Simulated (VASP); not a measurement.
Set up this calculation in VASP 6.6.1, as the native input.

```yaml
Task: single point
Functional: PBEsol
Potentials_or_basis: VASP PAW PBE potentials, release 64 (Ta_sv_GW, N)
Cutoff: 700 eV
k_mesh: 12 × 12 × 12
Occupations: gaussian, width 0.1 eV
Spin: no spin polarisation
Dipole_correction: no
Further_INCAR_settings: ALGO = Normal; EDIFF = 1e-06; NBANDS = 36
```

The structure of TaN lies in POSCAR:

```
TaN
1.0
    5.1488033967      0.0000000000      0.0000000000
   -2.5744016983      4.4589945406      0.0000000000
    0.0000000000      0.0000000000      2.8926865103
Ta N
3 3
Direct
    0.0000000000      0.0000000000      0.0000000000
    0.3333333333      0.6666666667      0.5000000000
    0.6666666667      0.3333333333      0.5000000000
    0.5000000000      0.0000000000      0.0000000000
    0.5000000000      0.5000000000      0.0000000000
    0.0000000000      0.5000000000      0.0000000000
```

These files were run (other wordings do the same):

INCAR

```
SYSTEM = TaN
ALGO = Normal
EDIFF = 1E-6
ENCUT = 700
GGA = PS
GGA_COMPAT = .False.
ISIF = 2
ISMEAR = 0
LASPH = .True.
LCHARG = .False.
LREAL = .False.
LWAVE = .False.
NBANDS = 36
NELM = 120
PREC = Accurate
SIGMA = 0.1
```

KPOINTS

```
k-points
0
Gamma
  12 12 12
  0 0 0
```

Potentials or basis: VASP PAW PBE potentials, release 64 (Ta_sv_GW, N).

Run with:

```sh
$ cat potpaw_PBE.64/Ta_sv_GW/POTCAR potpaw_PBE.64/N/POTCAR > POTCAR
$ mpirun -np 1 vasp_std > vasp.out
```

Results of the run:

| Quantity | Value |
| --- | --- |
| Pressure | 8.2 GPa |
| Band gap on the k mesh | zero (bands 27 and 28 overlap by 2.26 eV) |

Caveat: the cell stands under pressure; the PAW data sets were made with another functional, which shifts forces and pressure a little; spin-orbit coupling is left out, which moves the levels of the heavy elements.

Wall time 5.1 min on 1 thread of Intel(R) Xeon(R) 6975P-C (Granite Rapids) (shared host), peak memory 0.53 GiB.
